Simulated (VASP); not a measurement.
Write the native input for VASP 6.6.1 that does the following.

```yaml
Task: single point
Functional: PBE
Potentials_or_basis: VASP PAW PBE potentials, release 64 (Al, Si, F)
Cutoff: 600 eV
k_mesh: 3 × 3 × 3
Occupations: gaussian, width 0.15 eV
Spin: no spin polarisation
Dipole_correction: no
Further_INCAR_settings: ALGO = Normal; EDIFF = 1e-06; NBANDS = 21
```

The structure of Al3Si2F lies in POSCAR:

```
Al3Si2F
1.0
   -2.4641965770      2.4641965770      4.8284266797
    2.4641965770     -2.4641965770      4.8284266797
    2.4641965770      2.4641965770     -4.8284266797
Al Si F
3 2 1
Direct
    0.2831753995      0.2831753995      0.0000000000
    0.7168246005      0.7168246005      0.0000000000
    0.0000000000      0.0000000000      0.0000000000
    0.5000000000      0.0000000000      0.5000000000
    0.0000000000      0.5000000000      0.5000000000
    0.5000000000      0.5000000000      0.0000000000
```

The input as run:

INCAR

```
SYSTEM = Al3Si2F
PREC = Accurate
ENCUT = 600
EDIFF = 1E-6
ISMEAR = 0
SIGMA = 0.15
LREAL = .False.
LASPH = .True.
NELM = 120
ALGO = Normal
ISIF = 2
LWAVE = .False.
LCHARG = .False.
GGA = PE
NBANDS = 21
GGA_COMPAT = .False.
```

KPOINTS

```
Automatic mesh
0
Gamma
  3 3 3
  0 0 0
```

Potentials or basis: VASP PAW PBE potentials, release 64 (Al, Si, F).

Run with:

```console
$ cat potpaw_PBE.64/Al/POTCAR potpaw_PBE.64/Si/POTCAR potpaw_PBE.64/F/POTCAR > POTCAR
$ mpirun -np 1 vasp_std > vasp.out
```

It gave:

```
Pressure               : 0.0 GPa
Band gap on the k mesh : zero (band 12 reaches 5.96 eV, above the bottom of band 13 at 4.85 eV)
```

Caveat: the k points lie up to 0.60 Å⁻¹ apart.

Wall time 19 s on 1 thread of Intel(R) Xeon(R) Platinum 8559C (Emerald Rapids), with other jobs on the host, peak memory 0.3 GiB.
